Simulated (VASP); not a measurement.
# MnO (P6_3/mmc) in VASP: relaxation of shape and atoms at fixed volume with RPBE+U

Aim: the relaxation of shape and atoms at fixed volume of MnO with RPBE+U.

All numbers are computed with VASP 6.6.1; they aren't measurements. Logs are shortened: lines on timing, memory, paths and dates and some standing lists are left out, and cuts for length are marked.

## 1. The cell of the first run

The structure is hexagonal, space group P6_3/mmc (No. 194). The conventional cell has a = 3.798 Å, b = 3.798 Å, c = 4.670 Å, α = 90.00°, β = 90.00°, γ = 120.00°. Within 2.9 Å of Mn (site symmetry -6m2) lie 5 O at 2.19 to 2.34 Å. O (site symmetry -6m2) has 5 Mn at 2.19 to 2.34 Å within 2.9 Å.

## 2. Relaxation of shape and atoms at fixed volume, RPBE+U, collinear spin, ferromagnetic start (14.59 Å³/atom)

INCAR reads:

```
ALGO     = Normal         # electronic algorithm
EDIFF    = 1E-6           # SCF threshold, eV
EDIFFG   = -0.01          # ionic threshold
ENCUT    = 600            # plane-wave cutoff, eV
GGA      = RP             # functional
IBRION   = 2              # ionic algorithm
ISIF     = 4              # what is computed and relaxed
ISMEAR   = 0              # smearing method
ISPIN    = 2              # spin polarisation
LASPH    = T              # aspherical terms in the spheres
LCHARG   = F              # write CHGCAR
LDAU     = T              # DFT+U
LDAUJ    = 0 0          
LDAUL    = 2 -1           # shell
LDAUPRINT= 1            
LDAUTYPE = 2            
LDAUU    = 3.9 0          # U, eV
LMAXMIX  = 4              # l up to which the mixer works
LORBIT   = 11             # projections on sites
LREAL    = F              # projectors in reciprocal space
LWAVE    = F              # write WAVECAR
MAGMOM   = 4.69 4.69 0.11 0.11 # initial moments
NELM     = 150            # most SCF steps
NSW      = 60             # ionic steps
PREC     = Accurate       # precision mode
SIGMA    = 0.05           # smearing width, eV
```

KPOINTS reads:

```
k-points
0
Gamma
  8 8 4
```

POSCAR reads:

```
MnO
1.0
    3.7984907266      0.0000000000      0.0000000000
   -1.8992453633      3.2895894652      0.0000000000
    0.0000000000      0.0000000000      4.6700342858
Mn O
2 2
Direct
    0.3333333333      0.6666666667     -0.0567850000
    0.6666666667      0.3333333333      0.4432150000
    0.3333333333      0.6666666667      0.4432150000
    0.6666666667      0.3333333333      0.9432150000
```

Potentials or basis: VASP PAW PBE potentials, release 64 (Mn_pv, O).

On the command line:

```console
> cat potpaw_PBE.64/Mn_pv/POTCAR potpaw_PBE.64/O/POTCAR > POTCAR
> mpirun -np 1 vasp_std > vasp.out
```

OUTCAR:

```text
EDIFF = 1E-6
   EDIFFG = -0.01
   ENCUT = 600
   GGA = RP
   IBRION = 2
   ISIF = 4
   ISMEAR = 0
   ISPIN = 2
   LASPH = T
   LORBIT = 11
   LREAL = F
   NELM = 150
   NSW = 60
   PREC = Accurate

 ion  position               nearest neighbor table
   1  0.333  0.667  0.943-   4 2.19   4 2.19   4 2.19   3 2.34   3 2.34
   2  0.667  0.333  0.443-   3 2.19   3 2.19   3 2.19   4 2.34   4 2.34
   3  0.333  0.667  0.443-   2 2.19   2 2.19   2 2.19   1 2.34   1 2.34
   4  0.667  0.333  0.943-   1 2.19   1 2.19   1 2.19   2 2.34   2 2.34

  LATTYP: Found a hexagonal cell.
 ALAT       =     3.7984907266
 C/A-ratio  =     1.2294446984

  Lattice vectors:

 A1 = (   3.7984907266,   0.0000000000,   0.0000000000)
 A2 = (  -1.8992453633,   3.2895894652,   0.0000000000)
 A3 = (   0.0000000000,   0.0000000000,   4.6700342858)

Analysis of symmetry for initial positions (statically):
=====================================================================
 Subroutine PRICEL returns:
 Original cell was already a primitive cell.

 Routine SETGRP: Setting up the symmetry group for a
 hexagonal supercell.

 Subroutine GETGRP returns: Found 24 space group operations
 (whereof  6 operations were pure point group operations)
 out of a pool of 24 trial point group operations.

The static configuration has the point symmetry C_3v.
 The point group associated with its full space group is D_6h.

Analysis of symmetry for dynamics (positions and initial velocities):
=====================================================================
 Subroutine PRICEL returns:
 Original cell was already a primitive cell.

 Routine SETGRP: Setting up the symmetry group for a
 hexagonal supercell.

 Subroutine GETGRP returns: Found 24 space group operations
 (whereof  6 operations were pure point group operations)
 out of a pool of 24 trial point group operations.

The dynamic configuration has the point symmetry C_3v.
 The point group associated with its full space group is D_6h.

Analysis of structural, dynamic, and magnetic symmetry:
=====================================================================
 Subroutine PRICEL returns:
 Original cell was already a primitive cell.

 Routine SETGRP: Setting up the symmetry group for a
 hexagonal supercell.

 Subroutine GETGRP returns: Found 24 space group operations
 (whereof  6 operations were pure point group operations)
 out of a pool of 24 trial point group operations.

The overall configuration has the point symmetry C_3v.
 The point group associated with its full space group is D_6h.

 Subroutine INISYM returns: Found 24 space group operations
 (whereof  6 operations are pure point group operations),
 and found     1 'primitive' translations

----------------------------------------------------------------------------------------

                                     Primitive cell

  volume of cell :      58.3543

  direct lattice vectors                    reciprocal lattice vectors
     3.798490727  0.000000000  0.000000000     0.263262457  0.151994650  0.000000000
    -1.899245363  3.289589465  0.000000000     0.000000000  0.303989300  0.000000000
     0.000000000  0.000000000  4.670034286     0.000000000  0.000000000  0.214131190

  length of vectors
     3.798490727  3.798490727  4.670034286     0.303989300  0.303989300  0.214131190
[... 133 lines left out ...]

 Free energy of the ion-electron system (eV)
  ---------------------------------------------------
  ext. energy  EPLUGINS =         0.00000000
  ---------------------------------------------------
  free energy    TOTEN  =       -29.70811833 eV

  energy without entropy =      -29.70785657  energy(sigma->0) =      -29.70798745

------------------------ aborting loop because EDIFF is reached ----------------------------------------

  FORCE on cell =-STRESS in cart. coord.  units (eV):
  Direction    XX          YY          ZZ          XY          YZ          ZX
  --------------------------------------------------------------------------------------
  -------------------------------------------------------------------------------------
  Total       -1.5614933     -1.5614933     -1.7995663     -0.0000000      0.0000000      0.0000000
  in kB      -42.8724074    -42.8724074    -49.4089473     -0.0000000      0.0000000      0.0000000
  external PRESSURE =     -45.0512540 kB  Pullay stress =       0.0000000 kB
[... 57 lines left out ...]
  FREE ENERGIE OF THE ION-ELECTRON SYSTEM (eV)
  ---------------------------------------------------
  free  energy   TOTEN  =       -29.7085297853 eV

  energy  without entropy=      -29.7082689321  energy(sigma->0) =      -29.70839936

atom =   1  type =  1  l = 2

 onsite density matrix

spin component  1

  0.9495 -0.0000 -0.0000  0.0000 -0.0000
 -0.0000  0.9428  0.0000  0.0000 -0.0000
 -0.0000  0.0000  0.9673 -0.0000 -0.0000
  0.0000  0.0000 -0.0000  0.9428 -0.0000
 -0.0000 -0.0000 -0.0000 -0.0000  0.9495

spin component  2

  0.0381  0.0000  0.0000  0.0000 -0.0000
  0.0000  0.0156  0.0000  0.0000 -0.0000
  0.0000  0.0000  0.0613  0.0000 -0.0000
  0.0000  0.0000  0.0000  0.0156  0.0000
 -0.0000 -0.0000 -0.0000  0.0000  0.0381

 occupancies and eigenvectors

  o =  0.0156  v =  0.0000  0.0000  0.0000  0.0000  0.0000  0.0000 -1.0000  0.0000  0.0000 -0.0000      0.0000  0.0000  0.0000  0.0000  0.0000  0.0000  0.0000  0.0000  0.0000  0.0000
  o =  0.0156  v =  0.0000  0.0000  0.0000  0.0000  0.0000  0.0000  0.0000 -0.0000  1.0000 -0.0000      0.0000  0.0000  0.0000  0.0000  0.0000  0.0000  0.0000  0.0000  0.0000  0.0000
  o =  0.0381  v =  0.0000  0.0000  0.0000  0.0000  0.0000  1.0000  0.0000  0.0000  0.0000  0.0000      0.0000  0.0000  0.0000  0.0000  0.0000  0.0000  0.0000  0.0000  0.0000  0.0000
  o =  0.0381  v =  0.0000  0.0000  0.0000  0.0000  0.0000  0.0000 -0.0000  0.0000  0.0000  1.0000      0.0000  0.0000  0.0000  0.0000  0.0000  0.0000  0.0000  0.0000  0.0000  0.0000
  o =  0.0613  v =  0.0000  0.0000  0.0000  0.0000  0.0000  0.0000  0.0000  1.0000  0.0000 -0.0000      0.0000  0.0000  0.0000  0.0000  0.0000  0.0000  0.0000  0.0000  0.0000  0.0000
  o =  0.9428  v =  0.0000  1.0000  0.0000 -0.0000 -0.0000  0.0000  0.0000  0.0000  0.0000  0.0000      0.0000  0.0000  0.0000  0.0000  0.0000  0.0000  0.0000  0.0000  0.0000  0.0000
  o =  0.9428  v =  0.0000 -0.0000  0.0000 -1.0000  0.0000  0.0000  0.0000  0.0000  0.0000  0.0000      0.0000  0.0000  0.0000  0.0000  0.0000  0.0000  0.0000  0.0000  0.0000  0.0000
  o =  0.9495  v =  1.0000  0.0000  0.0000  0.0000  0.0000  0.0000  0.0000  0.0000  0.0000  0.0000      0.0000  0.0000  0.0000  0.0000  0.0000  0.0000  0.0000  0.0000  0.0000  0.0000
  o =  0.9495  v =  0.0000 -0.0000 -0.0000 -0.0000 -1.0000  0.0000  0.0000  0.0000  0.0000  0.0000      0.0000  0.0000  0.0000  0.0000  0.0000  0.0000  0.0000  0.0000  0.0000  0.0000
  o =  0.9673  v =  0.0000 -0.0000  1.0000  0.0000 -0.0000  0.0000  0.0000  0.0000  0.0000  0.0000      0.0000  0.0000  0.0000  0.0000  0.0000  0.0000  0.0000  0.0000  0.0000  0.0000

atom =   2  type =  1  l = 2

 onsite density matrix

spin component  1

  0.9495 -0.0000 -0.0000  0.0000 -0.0000
 -0.0000  0.9428 -0.0000 -0.0000 -0.0000
 -0.0000 -0.0000  0.9673 -0.0000 -0.0000
  0.0000 -0.0000 -0.0000  0.9428 -0.0000
 -0.0000 -0.0000 -0.0000 -0.0000  0.9495

spin component  2

  0.0381 -0.0000  0.0000  0.0000 -0.0000
 -0.0000  0.0156  0.0000 -0.0000 -0.0000
  0.0000  0.0000  0.0613 -0.0000 -0.0000
  0.0000 -0.0000 -0.0000  0.0156 -0.0000
 -0.0000 -0.0000 -0.0000 -0.0000  0.0381

 occupancies and eigenvectors

  o =  0.0156  v =  0.0000  0.0000  0.0000  0.0000  0.0000  0.0000 -1.0000  0.0000  0.0000 -0.0000      0.0000  0.0000  0.0000  0.0000  0.0000  0.0000  0.0000  0.0000  0.0000  0.0000
  o =  0.0156  v =  0.0000  0.0000  0.0000  0.0000  0.0000  0.0000 -0.0000 -0.0000 -1.0000  0.0000      0.0000  0.0000  0.0000  0.0000  0.0000  0.0000  0.0000  0.0000  0.0000  0.0000
  o =  0.0381  v =  0.0000  0.0000  0.0000  0.0000  0.0000  0.0000 -0.0000 -0.0000 -0.0000 -1.0000      0.0000  0.0000  0.0000  0.0000  0.0000  0.0000  0.0000  0.0000  0.0000  0.0000
  o =  0.0381  v =  0.0000  0.0000  0.0000  0.0000  0.0000  1.0000  0.0000  0.0000  0.0000  0.0000      0.0000  0.0000  0.0000  0.0000  0.0000  0.0000  0.0000  0.0000  0.0000  0.0000
  o =  0.0613  v =  0.0000  0.0000  0.0000  0.0000  0.0000  0.0000 -0.0000 -1.0000  0.0000  0.0000      0.0000  0.0000  0.0000  0.0000  0.0000  0.0000  0.0000  0.0000  0.0000  0.0000
  o =  0.9428  v =  0.0000 -1.0000 -0.0000 -0.0000  0.0000  0.0000  0.0000  0.0000  0.0000  0.0000      0.0000  0.0000  0.0000  0.0000  0.0000  0.0000  0.0000  0.0000  0.0000  0.0000
  o =  0.9428  v =  0.0000  0.0000  0.0000 -1.0000  0.0000  0.0000  0.0000  0.0000  0.0000  0.0000      0.0000  0.0000  0.0000  0.0000  0.0000  0.0000  0.0000  0.0000  0.0000  0.0000
  o =  0.9495  v =  1.0000  0.0000  0.0000  0.0000  0.0000  0.0000  0.0000  0.0000  0.0000  0.0000      0.0000  0.0000  0.0000  0.0000  0.0000  0.0000  0.0000  0.0000  0.0000  0.0000
  o =  0.9495  v =  0.0000 -0.0000 -0.0000 -0.0000 -1.0000  0.0000  0.0000  0.0000  0.0000  0.0000      0.0000  0.0000  0.0000  0.0000  0.0000  0.0000  0.0000  0.0000  0.0000  0.0000
  o =  0.9673  v =  0.0000 -0.0000  1.0000  0.0000 -0.0000  0.0000  0.0000  0.0000  0.0000  0.0000      0.0000  0.0000  0.0000  0.0000  0.0000  0.0000  0.0000  0.0000  0.0000  0.0000

--------------------------------------- Ionic step        3  -------------------------------------------

 number of electron      38.0000019 magnetization      10.0000007

 Free energy of the ion-electron system (eV)
  ---------------------------------------------------
  ext. energy  EPLUGINS =         0.00000000
  ---------------------------------------------------
  free energy    TOTEN  =       -29.70922716 eV

  energy without entropy =      -29.70896891  energy(sigma->0) =      -29.70909803

 E-fermi :   4.0052     XC(G=0):  -9.7995

 val. band max:        3.9560122037   @ k =   0.3750   0.2500   0.5000
 cond. band min:       4.7343139332   @ k =   0.1250   0.0000   0.0000
 fundamental gap:      0.7783017295
 Fermi energy:         4.0052282175

 spin component 1

 k-point     1 :       0.0000    0.0000    0.0000
  band No.  band energies     occupation
      1     -45.6777      1.00000
      2     -45.6777      1.00000
      3     -45.6744      1.00000
      4     -45.6650      1.00000
      5     -45.6650      1.00000
      6     -45.6393      1.00000
[... 1514 lines left out ...]
  FREE ENERGIE OF THE ION-ELECTRON SYSTEM (eV)
  ---------------------------------------------------
  free  energy   TOTEN  =       -29.7092271550 eV

  energy  without entropy=      -29.7089689123  energy(sigma->0) =      -29.70909803

 reached required accuracy - stopping structural energy minimisation

 total charge

# of ion       s       p       d       tot
------------------------------------------
    1        0.198   6.155   4.903  11.256
    2        0.198   6.155   4.903  11.256
    3        1.554   3.419   0.000   4.973
    4        1.554   3.419   0.000   4.973
--------------------------------------------------
tot          3.503  19.149   9.807  32.458

 magnetization (x)

# of ion       s       p       d       tot
------------------------------------------
    1        0.037   0.034   4.574   4.645
    2        0.037   0.034   4.574   4.645
    3        0.016   0.074   0.000   0.090
    4        0.016   0.074   0.000   0.090
--------------------------------------------------
tot          0.106   0.217   9.147   9.470
```

Run time: 1.8 min. Hardware: 1 thread of Intel Xeon 6975P-C (Granite Rapids), shared host; peak memory 0.26 GiB.

What came out:

- Free energy: -29.7092 eV
- Energy gained by relaxing: 0.3 meV/atom
- Ionic steps: 3
- Pressure after relaxing: -4.5 GPa
- Band gap on the k mesh: zero (filled and empty bands overlap)
- Net moment: 10.00 μB per cell
- Site moments: Mn +4.64; O +0.09 μB
- Valence electrons inside the program's atomic spheres: Mn 11.26; O 4.97

Stress tensor (GPa, compression positive):
```
-4.42  0.00  0.00
 0.00 -4.42  0.00
 0.00  0.00 -4.55
```

Step by step:
| step | energy change (eV) | largest force (eV/Å) | pressure (GPa) | volume (Å³) |
| --- | --- | --- | --- | --- |
| 1 | 0.0000 | 0.0000 | -4.51 | 58.35 |
| 2 | -0.0004 | 0.0000 | -4.47 | 58.35 |
| 3 | -0.0011 | 0.0000 | -4.47 | 58.35 |

Final structure:
```
CELL_PARAMETERS angstrom
3.81309 0.00000 0.00000
-1.90654 3.30223 0.00000
0.00000 0.00000 4.63434
ATOMIC_POSITIONS crystal
Mn 0.33333 0.66667 0.94321
Mn 0.66667 0.33333 0.44322
O 0.33333 0.66667 0.44322
O 0.66667 0.33333 0.94321
```

Eigenvalues of the final occupation matrices:
```
    site  spin  trace               eigenvalues
site 1 d     1   4.75  0.94 0.94 0.95 0.95 0.97
site 1 d     2   0.17  0.02 0.02 0.04 0.04 0.06
site 2 d     1   4.75  0.94 0.94 0.95 0.95 0.97
site 2 d     2   0.17  0.02 0.02 0.04 0.04 0.06
```

Caveat: the PAW data sets were made with another functional, which shifts forces and pressure a little; the run started ferromagnetic, and an antiferromagnetic order may lie lower in energy.

The gap in the log of VASP goes by the Fermi energy; the results here count the filled bands.